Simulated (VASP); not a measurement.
# Mg5ZrN2 in VASP: further runs

Runs on Mg5ZrN2. Level: PBE. Tasks: single point.

Everything below comes from runs of VASP 6.6.1. Logs are shortened: lines on timing, memory, paths and dates and some standing lists are left out, and cuts for length are marked.

## 1. The cell of the first run

The structure is tetragonal, space group P-4m2 (No. 115). The conventional cell has a = 7.435 Å, b = 7.435 Å, c = 2.891 Å, α = 90.00°, β = 90.00°, γ = 90.00°. Mg (site symmetry 2) has 3 Mg at 2.57 to 2.89 Å and 2 N at 2.63 Å and 1 Zr at 2.68 Å within 3.4 Å. Mg (site symmetry -4m2) has 6 Mg at 2.57 to 2.89 Å within 3.4 Å. Zr (site symmetry -4m2) has 4 Mg at 2.68 Å and 2 Zr at 2.89 Å within 3.5 Å. Within 3.5 Å of N (site symmetry 2mm) lie 4 Mg at 2.63 Å and 2 N at 2.89 Å.

## 2. Single point, PBE

File INCAR:

```
SYSTEM = Mg5ZrN2
ALGO = Normal ; EDIFF = 1E-6
ENCUT = 600 ; GGA = PE
GGA_COMPAT = .FALSE. ; ISIF = 2
ISMEAR = 0 ; LASPH = .TRUE.
LCHARG = .FALSE. ; LREAL = .FALSE.
LWAVE = .FALSE. ; NBANDS = 26
NELM = 120 ; PREC = Accurate
SIGMA = 0.2
```

File KPOINTS:

```
k-points
0
G
  3 3 4
  0 0 0
```

File POSCAR:

```
Mg5ZrN2
1.0
    7.4353554031      0.0000000000      0.0000000000
    0.0000000000      7.4353554031      0.0000000000
    0.0000000000      0.0000000000      2.8905371351
Mg Zr N
5 1 2
Direct
    0.2552154316      0.2552154316      0.0000000000
    0.7447845684      0.7447845684      0.0000000000
    0.2552154316      0.7447845684      0.0000000000
    0.7447845684      0.2552154316      0.0000000000
    0.5000000000      0.5000000000      0.0000000000
    0.0000000000      0.0000000000      0.0000000000
    0.0000000000      0.5000000000      0.0033152603
    0.5000000000      0.0000000000      0.9966847397
```

Potentials or basis: VASP PAW PBE potentials, release 64 (Mg, Zr_sv, N).

Run with:

```
> cat potpaw_PBE.64/Mg/POTCAR potpaw_PBE.64/Zr_sv/POTCAR potpaw_PBE.64/N/POTCAR > POTCAR
> mpirun -np 1 vasp_std > vasp.out
```

OUTCAR:

```text
SYSTEM = Mg5ZrN2
   EDIFF = 1E-6
   ENCUT = 600
   GGA = PE
   ISIF = 2
   ISMEAR = 0
   LASPH = .TRUE.
   LREAL = .FALSE.
   NELM = 120
   PREC = Accurate

 ion  position               nearest neighbor table
   1  0.255  0.255  0.000-   5 2.57   7 2.63   8 2.63   6 2.68   3 3.64   4 3.64
   2  0.745  0.745  0.000-   5 2.57   7 2.63   8 2.63   6 2.68   3 3.64   4 3.64
   3  0.255  0.745  0.000-   5 2.57   7 2.63   8 2.63   6 2.68   1 3.64   2 3.64
   4  0.745  0.255  0.000-   5 2.57   7 2.63   8 2.63   6 2.68   1 3.64   2 3.64
   5  0.500  0.500  0.000-   1 2.57   2 2.57   3 2.57   4 2.57
   6  0.000  0.000  0.000-   1 2.68   2 2.68   3 2.68   4 2.68
   7  0.000  0.500  0.003-   1 2.63   2 2.63   3 2.63   4 2.63
   8  0.500  0.000  0.997-   1 2.63   2 2.63   3 2.63   4 2.63

  LATTYP: Found a simple tetragonal cell.
 ALAT       =     7.4353554031
 C/A-ratio  =     0.3887557458

  Lattice vectors:

 A1 = (   7.4353554031,   0.0000000000,   0.0000000000)
 A2 = (   0.0000000000,   7.4353554031,   0.0000000000)
 A3 = (   0.0000000000,   0.0000000000,   2.8905371351)

Analysis of symmetry for initial positions (statically):
=====================================================================
 Subroutine PRICEL returns:
 Original cell was already a primitive cell.

 Routine SETGRP: Setting up the symmetry group for a
 simple tetragonal supercell.

 Subroutine GETGRP returns: Found  8 space group operations
 (whereof  8 operations were pure point group operations)
 out of a pool of 16 trial point group operations.

The static configuration has the point symmetry D_2d.

Analysis of symmetry for dynamics (positions and initial velocities):
=====================================================================
 Subroutine PRICEL returns:
 Original cell was already a primitive cell.

 Routine SETGRP: Setting up the symmetry group for a
 simple tetragonal supercell.

 Subroutine GETGRP returns: Found  8 space group operations
 (whereof  8 operations were pure point group operations)
 out of a pool of 16 trial point group operations.

The dynamic configuration has the point symmetry D_2d.

 Subroutine INISYM returns: Found  8 space group operations
 (whereof  8 operations are pure point group operations),
 and found     1 'primitive' translations

----------------------------------------------------------------------------------------

                                     Primitive cell

  volume of cell :     159.8019

  direct lattice vectors                    reciprocal lattice vectors
     7.435355403  0.000000000  0.000000000     0.134492562  0.000000000  0.000000000
     0.000000000  7.435355403  0.000000000     0.000000000  0.134492562  0.000000000
     0.000000000  0.000000000  2.890537135     0.000000000  0.000000000  0.345956462

  length of vectors
     7.435355403  7.435355403  2.890537135     0.134492562  0.134492562  0.345956462

  position of ions in fractional coordinates (direct lattice)
     0.255215432  0.255215432  0.000000000
     0.744784568  0.744784568  0.000000000
     0.255215432  0.744784568  0.000000000
     0.744784568  0.255215432  0.000000000
     0.500000000  0.500000000  0.000000000
     0.000000000  0.000000000  0.000000000
     0.000000000  0.500000000  0.003315260
     0.500000000  0.000000000  0.996684740

  ion indices of the primitive-cell ions
   primitive index   ion index
                 1           1
                 2           2
                 3           3
                 4           4
                 5           5
                 6           6
                 7           7
                 8           8

----------------------------------------------------------------------------------------

 KPOINTS: k-points

Automatic generation of k-mesh.
 Grid dimensions read from file:
 generate k-points for:    3    3    4

 Generating k-lattice:

  Cartesian coordinates                     Fractional coordinates (reciprocal lattice)
     0.044830854  0.000000000  0.000000000     0.333333333  0.000000000  0.000000000
     0.000000000  0.044830854  0.000000000     0.000000000  0.333333333  0.000000000
     0.000000000  0.000000000  0.086489115     0.000000000  0.000000000  0.250000000

  Length of vectors
     0.044830854  0.044830854  0.086489115

  Shift w.r.t. Gamma in fractional coordinates (k-lattice)
     0.000000000  0.000000000  0.000000000

 Subroutine IBZKPT returns following result:
 ===========================================

 Found      9 irreducible k-points:

 Following reciprocal coordinates:
            Coordinates               Weight
  0.000000  0.000000  0.000000      1.000000
  0.333333  0.000000  0.000000      4.000000
  0.333333  0.333333  0.000000      4.000000
  0.000000  0.000000  0.250000      2.000000
  0.333333  0.000000  0.250000      8.000000
  0.333333  0.333333  0.250000      8.000000
  0.000000  0.000000  0.500000      1.000000
  0.333333  0.000000  0.500000      4.000000
  0.333333  0.333333  0.500000      4.000000
   k-points           NKPTS =      9   k-points in BZ     NKDIM =      9   number of bands    NBANDS=     26
   number of dos      NEDOS =    301   number of ions     NIONS =      8
   total plane-waves  NPLWV =  86400
   dimension x,y,z NGX =    60 NGY =   60 NGZ =   24
   dimension x,y,z NGXF=   120 NGYF=  120 NGZF=   48
   ions per type =               5   1   2
   NGX,Y,Z   is equivalent  to a cutoff of  13.42, 13.42, 13.80 a.u.
   NGXF,Y,Z  is equivalent  to a cutoff of  26.83, 26.83, 27.61 a.u.
 SYSTEM =  Mg5ZrN2
   PREC   = accura    normal or accurate (medium, high low for compatibility)
   ISTART =      0    job   : 0-new  1-cont  2-samecut
   ICHARG =      2    charge: 1-file 2-atom 10-const
   ISPIN  =      1    spin polarized calculation?
   LNONCOLLINEAR =      F non collinear calculations
   LSORBIT =      F    spin-orbit coupling
   LASPH  =      T    aspherical Exc in radial PAW
   ENCUT  =  600.0 eV  44.10 Ry    6.64 a.u.  14.85 14.85  5.77*2*pi/ulx,y,z
   NELM   =    120;   NELMIN=  2; NELMDL= -5     # of ELM steps
   EDIFF  = 0.1E-05   stopping-criterion for ELM
   LREAL  =      F    real-space projection
[... 7 lines left out ...]
   TEBEG  =    0.0;   TEEND  =   0.0 temperature during run
   PSTRESS=    0.0 pullay stress
   NELECT =      32.0000    total number of electrons
   NUPDOWN=      -1.0000    fix difference up-down
   EMIN   =  10.00;   EMAX   =-10.00  energy-range for DOS
   EFERMI =   0.00;   METHOD = LEGACY
   ISMEAR =     0;   SIGMA  =   0.20  broadening in eV -4-tet -1-fermi 0-gaus
   EFERMI_NEDOS =   21; number of points for ismear=-14 and -15
   IALGO  =     38    algorithm
   IMIX   =      4    mixing-type and parameters
     AMIX     =   0.40;   BMIX     =  1.00
     AMIX_MAG =   1.60;   BMIX_MAG =  1.00
  volume/ion in A,a.u.               =      19.98       134.80
  Fermi-wavevector in a.u.,A,eV,Ry     =   0.957776  1.809935 12.481110  0.917336
  Thomas-Fermi vector in A             =   2.086825
   LORBIT       =      0    0 simple, 1 ext, 2 COOP (PROOUT), +10 PAW based schemes
   GGA     = PE    functional components
   LHFCALC =     F    Hartree Fock is set to
   AEXX    =    0.0000 exact exchange contribution
   IVDW    =     0    specifies the selected vdW correction
   LEPSILON=     F    determine dielectric tensor
   LRPA    =     F    only Hartree local field effects (RPA)
 non-spin polarized calculation
 Gauss-broadening in eV      SIGMA  =   0.20
  energy-cutoff  :      600.00
  volume of cell :      159.80
 maximum number of plane-waves:      5364
 NGX is ok and might be reduce to    60
   NGX = 29   NGY = 29   NGZ = 11

 number of electron      32.0000001 magnetization

 Free energy of the ion-electron system (eV)
  ---------------------------------------------------
  ext. energy  EPLUGINS =         0.00000000
  ---------------------------------------------------
  free energy    TOTEN  =       -21.68307823 eV

  energy without entropy =      -21.48328359  energy(sigma->0) =      -21.58318091

 E-fermi :   2.8832     XC(G=0):  -9.0264

 val. band max:        2.8688642077   @ k =   0.3333   0.0000   0.2500
 cond. band min:       2.8881112538   @ k =   0.3333   0.3333   0.2500
 fundamental gap:      0.0192470461
 Fermi energy:         2.8831700473

 k-point     1 :       0.0000    0.0000    0.0000
  band No.  band energies     occupation
      1     -46.0131      2.00000
      2     -24.1606      2.00000
      3     -24.1606      2.00000
      4     -23.4125      2.00000
      5      -9.5364      2.00000
      6      -9.4558      2.00000
[... 18 lines left out ...]
     25       6.5650      0.00000
     26       6.7187      0.00000

 k-point     2 :       0.3333    0.0000    0.0000
  band No.  band energies     occupation
      1     -46.0131      2.00000
      2     -24.1606      2.00000
      3     -24.1606      2.00000
      4     -23.4125      2.00000
      5      -9.5132      2.00000
      6      -9.4727      2.00000
[... 18 lines left out ...]
     25       6.5733      0.00000
     26       7.7267      0.00000

 k-point     3 :       0.3333    0.3333    0.0000
  band No.  band energies     occupation
      1     -46.0131      2.00000
      2     -24.1607      2.00000
      3     -24.1606      2.00000
      4     -23.4125      2.00000
      5      -9.4996      2.00000
      6      -9.4793      2.00000
[... 137 lines left out ...]
 k-point     8 :       0.3333    0.0000    0.5000
  band No.  band energies     occupation
      1     -45.8646      2.00000
      2     -24.6164      2.00000
      3     -24.0103      2.00000
      4     -24.0102      2.00000
      5      -8.7436      2.00000
      6      -8.7244      2.00000
[... 18 lines left out ...]
     25       5.9095      0.00000
     26       7.0662      0.00000

 k-point     9 :       0.3333    0.3333    0.5000
  band No.  band energies     occupation
      1     -45.8646      2.00000
      2     -24.6164      2.00000
      3     -24.0103      2.00000
      4     -24.0103      2.00000
      5      -8.7372      2.00000
      6      -8.7277      2.00000
[... 18 lines left out ...]
     25       6.9639      0.00000
     26       6.9786      0.00000

------------------------ aborting loop because EDIFF is reached ----------------------------------------

  FORCE on cell =-STRESS in cart. coord.  units (eV):
  Direction    XX          YY          ZZ          XY          YZ          ZX
  --------------------------------------------------------------------------------------
  -------------------------------------------------------------------------------------
  Total        0.5707275      0.5707275     -0.1077676      0.0000000      0.0000000     -0.0000000
  in kB        5.7221249      5.7221249     -1.0804802      0.0000000      0.0000000     -0.0000000
  external PRESSURE =       3.4545898 kB  Pullay stress =       0.0000000 kB

 VOLUME and BASIS-vectors are now :
 -----------------------------------------------------------------------------
  energy-cutoff  :      600.00
  volume of cell :      159.80
      direct lattice vectors                 reciprocal lattice vectors
     7.435355403  0.000000000  0.000000000     0.134492562  0.000000000  0.000000000
     0.000000000  7.435355403  0.000000000     0.000000000  0.134492562  0.000000000
     0.000000000  0.000000000  2.890537135     0.000000000  0.000000000  0.345956462

 POSITION                                       TOTAL-FORCE (eV/Angst)
 -----------------------------------------------------------------------------------
      1.89762      1.89762      0.00000         0.054931      0.054931      0.000000
      5.53774      5.53774      0.00000        -0.054931     -0.054931      0.000000
      1.89762      5.53774      0.00000         0.054931     -0.054931     -0.000000
      5.53774      1.89762      0.00000        -0.054931      0.054931      0.000000
      3.71768      3.71768      0.00000         0.000000      0.000000      0.000000
      0.00000      0.00000      0.00000        -0.000000      0.000000      0.000000
      0.00000      3.71768      0.00958         0.000000      0.000000     -0.008787
      3.71768      0.00000      2.88095         0.000000      0.000000      0.008787
 -----------------------------------------------------------------------------------
    total drift:                               -0.000000     -0.000000     -0.000000

  FREE ENERGIE OF THE ION-ELECTRON SYSTEM (eV)
  ---------------------------------------------------
  free  energy   TOTEN  =       -21.6830782276 eV

  energy  without entropy=      -21.4832835910  energy(sigma->0) =      -21.58318091
```

Wall time 52 s (1 thread of Intel Xeon Platinum 8488C (Sapphire Rapids), shared host); peak memory 0.3 GiB.

What came out:

```yaml
Free_energy: -21.6831 eV
Pressure: 0.3 GPa
Largest_force: 0.078 eV/Å
Band_gap_on_the_k_mesh: zero (band 16 reaches 3.13 eV, above the bottom of band 17 at 2.89 eV)
```

Forces in eV/Å, atoms in the order of the input:
```
Mg   0.055  0.055  0.000
Mg  -0.055 -0.055  0.000
Mg   0.055 -0.055  0.000
Mg  -0.055  0.055  0.000
Mg   0.000  0.000  0.000
Zr   0.000  0.000  0.000
N    0.000  0.000 -0.009
N    0.000  0.000  0.009
```

Stress tensor (GPa, compression positive):
```
 0.57  0.00  0.00
 0.00  0.57  0.00
 0.00  0.00 -0.11
```

Caveat: the k points lie up to 0.54 Å⁻¹ apart.

(Part 1 of 2 ends here.)
